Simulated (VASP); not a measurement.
ZrS, 2 atoms in the cell. Symmetry: Fm-3m, No. 225, cubic system. Conventional cell: a = 5.250 Å, b = 5.250 Å, c = 5.250 Å, α = 90.00°, β = 90.00°, γ = 90.00°. Within 3.5 Å of Zr (site symmetry m-3m) lie 6 S at 2.62 Å. S (site symmetry m-3m) has 6 Zr at 2.62 Å within 3.5 Å. 

| Property | Result |
| --- | --- |
| Program | VASP 6.6.1 |
| Task | relaxation of cell and atoms |
| Functional | r2SCAN |
| Potentials or basis | VASP PAW PBE potentials, release 64 (Zr_sv, S) |
| Cutoff | 600 eV |
| k mesh | 1 × 1 × 1 |
| Occupations | gaussian, width 0.1 eV |
| Spin | no spin polarisation |
| Dipole correction | no |
| Further INCAR settings | ALGO = Normal; EDIFF = 1e-07; IBRION = 2; EDIFFG = -0.01; NSW = 80; ISIF = 3 |

Potentials or basis: VASP PAW PBE potentials, release 64 (Zr_sv, S).

Run with:

```sh
$ cat potpaw_PBE.64/Zr_sv/POTCAR potpaw_PBE.64/S/POTCAR > POTCAR
$ cp INCAR.step1 INCAR
$ mpirun -np 1 vasp_gam > vasp.out
$ cp INCAR.step2 INCAR
$ mpirun -np 1 vasp_gam > vasp.out
```

Hardware: 1 thread of Intel Xeon 8259CL, with other jobs on the host.

Problem. Estimate the wall time of this run.

Solution. Run time: 5.6 min on 1 thread of Intel Xeon 8259CL, with other jobs on the host, peak memory 0.18 GiB. Counts: k points 1, ion steps 5.
